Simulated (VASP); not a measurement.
Crystal: MoS2.

```
Mo S
1.0
     3.19224    0.00000    0.00000
    -1.59612    2.76456    0.00000
     0.00000    0.00000   13.37829
Mo S
2 4
Direct
  0.66667 0.33333 0.25000
  0.33333 0.66667 0.75000
  0.66667 0.33333 0.63308
  0.33333 0.66667 0.36692
  0.66667 0.33333 0.86692
  0.33333 0.66667 0.13308
```

```yaml
Program: VASP 6.6.1
Task: relaxation of cell and atoms
Functional: PBE
Dispersion: D3(BJ)
Potentials_or_basis: VASP PAW PBE potentials, release 64 (Mo_sv, S)
Cutoff: 600 eV
k_mesh: 12 × 12 × 2
Occupations: fermi-dirac, width 0.02 eV
Spin: no spin polarisation
```

At the start: pressure -3.8 GPa; volume 19.68 Å³/atom.

Problem. Where does the relaxation end?

Solution. Over 19 steps the energy falls by 27.4 meV/atom and the volume is 17.31 Å³/atom (-12.0 %); space group P6_3/mmc (No. 194, to 0.1 Å) before and after.

Step by step:
```csv
step,energy change (eV),largest force (eV/Å),pressure (GPa),volume (Å³)
1,0.0000,0.1196,-3.80,118.07
2,0.0608,1.1410,6.57,110.27
3,-0.0387,0.3364,-0.18,114.99
4,-0.0531,0.1660,-0.17,113.90
5,-0.0549,0.0805,-0.16,113.34
6,-0.0695,0.0939,-0.05,112.32
7,-0.1101,0.1431,0.47,109.24
8,-0.1522,0.2704,2.30,103.13
9,-0.1597,0.1453,1.45,103.06
10,-0.1630,0.0331,0.27,102.95
11,-0.1631,0.0094,0.42,102.97
12,-0.1634,0.0065,0.38,103.09
13,-0.1640,0.0027,0.21,103.47
14,-0.1639,0.0208,-0.12,104.22
15,-0.1642,0.0107,0.07,103.79
16,-0.1642,0.0112,0.08,103.81
17,-0.1641,0.0160,-0.03,104.02
18,-0.1642,0.0117,0.06,103.83
19,-0.1642,0.0006,-0.02,103.84
```

Final structure:
```
Mo S
1.0
     3.14879    0.00000    0.00000
    -1.57439    2.72693    0.00000
     0.00000    0.00000   12.09380
Mo S
2 4
Direct
  0.66667 0.33333 0.25000
  0.33333 0.66667 0.75000
  0.66667 0.33333 0.62057
  0.33333 0.66667 0.37943
  0.66667 0.33333 0.87943
  0.33333 0.66667 0.12057
```
